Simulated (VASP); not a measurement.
# Sb (Fm-3m) in VASP: single point with PBE

Aim: the single point of Sb with PBE.

All numbers are computed with VASP 6.6.1; they aren't measurements. Logs are shortened: lines on timing, memory, paths and dates and some standing lists are left out, and cuts for length are marked.

## (1) The cell of the first run

The structure is cubic, space group Fm-3m (No. 225). The conventional cell has a = 4.791 Å, b = 4.791 Å, c = 4.791 Å, α = 90.00°, β = 90.00°, γ = 90.00°. Sb (site symmetry m-3m) has 12 Sb at 3.39 Å within 4.5 Å.

This isn't the form of Sb at room conditions, which is rhombohedral.

## (2) Single point, PBE

File INCAR:

```
SYSTEM = Sb
PREC = Accurate
ENCUT = 500
EDIFF = 1E-6
ISMEAR = -1
SIGMA = 0.05
LREAL = .False.
LASPH = .True.
NELM = 120
ALGO = Normal
ISIF = 2
LWAVE = .False.
LCHARG = .False.
GGA = PE
NBANDS = 8
GGA_COMPAT = .False.
```

File KPOINTS:

```
regular mesh
0
Gamma
  16 16 16
  0 0 0
```

File POSCAR:

```
Sb
1.0
    0.0000000000      2.3957138490      2.3957138490
    2.3957138490      0.0000000000      2.3957138490
    2.3957138490      2.3957138490      0.0000000000
Sb
1
Direct
    0.0000000000      0.0000000000      0.0000000000
```

Potentials or basis: VASP PAW PBE potentials, release 64 (Sb).

Run with:

```sh
> cat potpaw_PBE.64/Sb/POTCAR > POTCAR
> mpirun -np 1 vasp_std > vasp.out
```

OUTCAR:

```text
SYSTEM = Sb
   PREC = Accurate
   ENCUT = 500
   EDIFF = 1E-6
   ISMEAR = -1
   LREAL = .False.
   LASPH = .True.
   NELM = 120
   ISIF = 2
   GGA = PE

 ion  position               nearest neighbor table
   1  0.000  0.000  0.000-

  LATTYP: Found a face centered cubic cell.
 ALAT       =     4.7914276980

  Lattice vectors:

 A1 = (   0.0000000000,   2.3957138490,   2.3957138490)
 A2 = (   2.3957138490,   0.0000000000,   2.3957138490)
 A3 = (   2.3957138490,   2.3957138490,   0.0000000000)

Analysis of symmetry for initial positions (statically):
=====================================================================
 Subroutine PRICEL returns:
 Original cell was already a primitive cell.

 Routine SETGRP: Setting up the symmetry group for a
 face centered cubic supercell.

 Subroutine GETGRP returns: Found 48 space group operations
 (whereof 48 operations were pure point group operations)
 out of a pool of 48 trial point group operations.

The static configuration has the point symmetry O_h .

Analysis of symmetry for dynamics (positions and initial velocities):
=====================================================================
 Subroutine PRICEL returns:
 Original cell was already a primitive cell.

 Routine SETGRP: Setting up the symmetry group for a
 face centered cubic supercell.

 Subroutine GETGRP returns: Found 48 space group operations
 (whereof 48 operations were pure point group operations)
 out of a pool of 48 trial point group operations.

The dynamic configuration has the point symmetry O_h .

 Subroutine INISYM returns: Found 48 space group operations
 (whereof 48 operations are pure point group operations),
 and found     1 'primitive' translations

----------------------------------------------------------------------------------------

                                     Primitive cell

  volume of cell :      27.5001

  direct lattice vectors                    reciprocal lattice vectors
     0.000000000  2.395713849  2.395713849    -0.208706061  0.208706061  0.208706061
     2.395713849  0.000000000  2.395713849     0.208706061 -0.208706061  0.208706061
     2.395713849  2.395713849  0.000000000     0.208706061  0.208706061 -0.208706061

  length of vectors
     3.388051017  3.388051017  3.388051017     0.361489501  0.361489501  0.361489501

  position of ions in fractional coordinates (direct lattice)
     0.000000000  0.000000000  0.000000000

  ion indices of the primitive-cell ions
   primitive index   ion index
                 1           1

----------------------------------------------------------------------------------------

 KPOINTS: regular mesh

Automatic generation of k-mesh.
 Grid dimensions read from file:
 generate k-points for:   16   16   16

 Generating k-lattice:

  Cartesian coordinates                     Fractional coordinates (reciprocal lattice)
    -0.013044129  0.013044129  0.013044129     0.062500000  0.000000000  0.000000000
     0.013044129 -0.013044129  0.013044129     0.000000000  0.062500000  0.000000000
     0.013044129  0.013044129 -0.013044129     0.000000000  0.000000000  0.062500000

  Length of vectors
     0.022593094  0.022593094  0.022593094

  Shift w.r.t. Gamma in fractional coordinates (k-lattice)
     0.000000000  0.000000000  0.000000000

 Subroutine IBZKPT returns following result:
 ===========================================

 Found    145 irreducible k-points:

 Following reciprocal coordinates:
            Coordinates               Weight
  0.000000  0.000000  0.000000      1.000000
  0.062500  0.000000  0.000000      8.000000
  0.125000  0.000000  0.000000      8.000000
  0.187500  0.000000  0.000000      8.000000
  0.250000  0.000000  0.000000      8.000000
  0.312500  0.000000  0.000000      8.000000
[... 16 lines left out ...]
 -0.125000  0.062500  0.000000     24.000000
 -0.062500  0.062500  0.000000     12.000000
 [... further k-points ...]
   k-points           NKPTS =    145   k-points in BZ     NKDIM =    145   number of bands    NBANDS=      8
   number of dos      NEDOS =    301   number of ions     NIONS =      1
   total plane-waves  NPLWV =  21952
   dimension x,y,z NGX =    28 NGY =   28 NGZ =   28
   dimension x,y,z NGXF=    56 NGYF=   56 NGZF=   56
   ions per type =               1
   NGX,Y,Z   is equivalent  to a cutoff of  13.74, 13.74, 13.74 a.u.
   NGXF,Y,Z  is equivalent  to a cutoff of  27.48, 27.48, 27.48 a.u.
 SYSTEM =  Sb
   PREC   = accura    normal or accurate (medium, high low for compatibility)
   ISTART =      0    job   : 0-new  1-cont  2-samecut
   ICHARG =      2    charge: 1-file 2-atom 10-const
   ISPIN  =      1    spin polarized calculation?
   LNONCOLLINEAR =      F non collinear calculations
   LSORBIT =      F    spin-orbit coupling
   LASPH  =      T    aspherical Exc in radial PAW
   ENCUT  =  500.0 eV  36.75 Ry    6.06 a.u.   6.18  6.18  6.18*2*pi/ulx,y,z
   NELM   =    120;   NELMIN=  2; NELMDL= -5     # of ELM steps
   EDIFF  = 0.1E-05   stopping-criterion for ELM
   LREAL  =      F    real-space projection
   EDIFFG = 0.1E-04   stopping-criterion for IOM
   NSW    =      0    number of steps for IOM
   IBRION =     -1    ionic relax: 0-MD 1-quasi-New 2-CG
   NFREE  =      0    steps in history (QN), initial steepest desc. (CG)
   ISIF   =      2    stress and relaxation
   ISYM   =      2    0-nonsym 1-usesym 2-fastsym
   POTIM  = 0.5000    time-step for ionic-motion
   TEBEG  =    0.0;   TEEND  =   0.0 temperature during run
   PSTRESS=    0.0 pullay stress
   NELECT =       5.0000    total number of electrons
   NUPDOWN=      -1.0000    fix difference up-down
   EMIN   =  10.00;   EMAX   =-10.00  energy-range for DOS
   EFERMI =   0.00;   METHOD = LEGACY
   ISMEAR =    -1;   SIGMA  =   0.05  broadening in eV -4-tet -1-fermi 0-gaus
   EFERMI_NEDOS =   21; number of points for ismear=-14 and -15
   IALGO  =     38    algorithm
   IMIX   =      4    mixing-type and parameters
     AMIX     =   0.40;   BMIX     =  1.00
     AMIX_MAG =   1.60;   BMIX_MAG =  1.00
  volume/ion in A,a.u.               =      27.50       185.58
  Fermi-wavevector in a.u.,A,eV,Ry     =   0.927442  1.752610 11.703022  0.860148
  Thomas-Fermi vector in A             =   2.053512
   LORBIT       =      0    0 simple, 1 ext, 2 COOP (PROOUT), +10 PAW based schemes
   GGA     = PE    functional components
   LHFCALC =     F    Hartree Fock is set to
   AEXX    =    0.0000 exact exchange contribution
   IVDW    =     0    specifies the selected vdW correction
   LEPSILON=     F    determine dielectric tensor
   LRPA    =     F    only Hartree local field effects (RPA)
 non-spin polarized calculation
  energy-cutoff  :      500.00
  volume of cell :       27.50
 maximum number of plane-waves:       725
 NGX is ok and might be reduce to    28
   NGX = 13   NGY = 13   NGZ = 13

 number of electron       5.0000000 magnetization

 Free energy of the ion-electron system (eV)
  ---------------------------------------------------
  ext. energy  EPLUGINS =         0.00000000
  ---------------------------------------------------
  free energy    TOTEN  =        -3.82179116 eV

  energy without entropy =       -3.81407185  energy(sigma->0) =       -3.81793151

 E-fermi :   8.2323     XC(G=0): -10.1420

 val. band max:        8.2131998413   @ k =   0.4375   0.2500   0.0000
 cond. band min:       8.2356109988   @ k =   0.5000   0.4375   0.0625
 fundamental gap:      0.0224111574
 Fermi energy:         8.2322859753

 k-point     1 :       0.0000    0.0000    0.0000
  band No.  band energies     occupation
      1      -4.5100      2.00000
      2      13.4187      0.00000
      3      13.4187      0.00000
      4      13.4187      0.00000
      5      18.1379      0.00000
      6      18.1379      0.00000
      7      18.1379      0.00000
      8      18.4958      0.00000

 k-point     2 :       0.0625    0.0000    0.0000
  band No.  band energies     occupation
      1      -4.4342      2.00000
      2      12.6844      0.00000
      3      13.3190      0.00000
      4      13.3190      0.00000
      5      17.4403      0.00000
      6      18.3034      0.00000
      7      18.3034      0.00000
      8      19.6531      0.00000

 k-point     3 :       0.1250    0.0000    0.0000
  band No.  band energies     occupation
      1      -4.2076      2.00000
      2      11.0798      0.00000
      3      13.0657      0.00000
      4      13.0657      0.00000
      5      16.9510      0.00000
      6      18.6967      0.00000
      7      18.6967      0.00000
      8      20.6649      0.00000

 k-point     4 :       0.1875    0.0000    0.0000
  band No.  band energies     occupation
      1      -3.8328      2.00000
      2       9.2515      0.00000
      3      12.7463      0.00000
      4      12.7463      0.00000
      5      16.6170      0.00000
      6      18.8999      0.00000
      7      18.8999      0.00000
      8      20.6475      0.00000

 k-point     5 :       0.2500    0.0000    0.0000
  band No.  band energies     occupation
      1      -3.3158      2.00000
      2       7.4424      2.00000
      3      12.4301      0.00000
      4      12.4301      0.00000
      5      16.3965      0.00000
      6      18.5362      0.00000
      7      18.5362      0.00000
      8      19.8175      0.00000
[... 177 lines left out ...]
 k-point    22 :      -0.1875    0.0625    0.0000
  band No.  band energies     occupation
      1      -3.6093      2.00000
      2       8.6707      0.00031
      3      11.6022      0.00000
      4      13.0558      0.00000
      5      16.9002      0.00000
      6      18.5204      0.00000
      7      18.7233      0.00000
      8      19.9909      0.00000

 k-point    23 :      -0.1250    0.0625    0.0000
  band No.  band energies     occupation
      1      -4.0320      2.00000
      2      10.4649      0.00000
      3      11.9996      0.00000
      4      13.3298      0.00000
      5      17.0495      0.00000
      6      18.5260      0.00000
      7      19.0152      0.00000
      8      20.0189      0.00000

 k-point    24 :      -0.0625    0.0625    0.0000
  band No.  band energies     occupation
      1      -4.3082      2.00000
      2      11.9964      0.00000
      3      12.5729      0.00000
      4      13.4367      0.00000
      5      17.1857      0.00000
      6      18.2826      0.00000
      7      18.7142      0.00000
      8      20.5799      0.00000

 [... further k-points ...]

------------------------ aborting loop because EDIFF is reached ----------------------------------------

  FORCE on cell =-STRESS in cart. coord.  units (eV):
  Direction    XX          YY          ZZ          XY          YZ          ZX
  --------------------------------------------------------------------------------------
  -------------------------------------------------------------------------------------
  Total       -0.0251737     -0.0251737     -0.0251737      0.0000000      0.0000000     -0.0000000
  in kB       -1.4666370     -1.4666370     -1.4666370      0.0000000      0.0000000     -0.0000000
  external PRESSURE =      -1.4666370 kB  Pullay stress =       0.0000000 kB

 VOLUME and BASIS-vectors are now :
 -----------------------------------------------------------------------------
  energy-cutoff  :      500.00
  volume of cell :       27.50
      direct lattice vectors                 reciprocal lattice vectors
     0.000000000  2.395713849  2.395713849    -0.208706061  0.208706061  0.208706061
     2.395713849  0.000000000  2.395713849     0.208706061 -0.208706061  0.208706061
     2.395713849  2.395713849  0.000000000     0.208706061  0.208706061 -0.208706061

 POSITION                                       TOTAL-FORCE (eV/Angst)
 -----------------------------------------------------------------------------------
      0.00000      0.00000      0.00000         0.000000     -0.000000      0.000000
 -----------------------------------------------------------------------------------
    total drift:                                0.000000      0.000000      0.000000

  FREE ENERGIE OF THE ION-ELECTRON SYSTEM (eV)
  ---------------------------------------------------
  free  energy   TOTEN  =        -3.8217911624 eV

  energy  without entropy=       -3.8140718514  energy(sigma->0) =       -3.81793151
```

Wall time 37 s (1 thread of Intel Xeon 8259CL, shared host); peak memory 0.17 GiB.

Results:

* Free energy: -3.8218 eV
* Pressure: -0.1 GPa
* Band gap on the k mesh: zero (an odd number of electrons rules out a gap without spin polarisation)

Levels at points of the mesh, in eV from the Fermi level:
| k point | band 1 | band 2 | band 3 | band 4 | band 5 | band 6 | band 7 |
| --- | --- | --- | --- | --- | --- | --- | --- |
| (0.00, 0.00, 0.00) | -12.74 | 5.19 | 5.19 | 5.19 | 9.91 | 9.91 | 9.91 |
| (0.50, 0.00, 0.00) | -9.11 | -5.66 | 3.55 | 3.55 | 8.06 | 9.06 | 9.06 |
| (0.50, 0.50, 0.00) | -7.54 | -4.79 | 0.39 | 0.39 | 4.15 | 4.64 | 17.43 |

Caveat: spin-orbit coupling is left out, which moves the levels of the heavy elements; an odd number of electrons without spin polarisation forces a metal; a magnetic or distorted state may lie lower.

The gap in the log of VASP goes by the Fermi energy; the results here count the filled bands.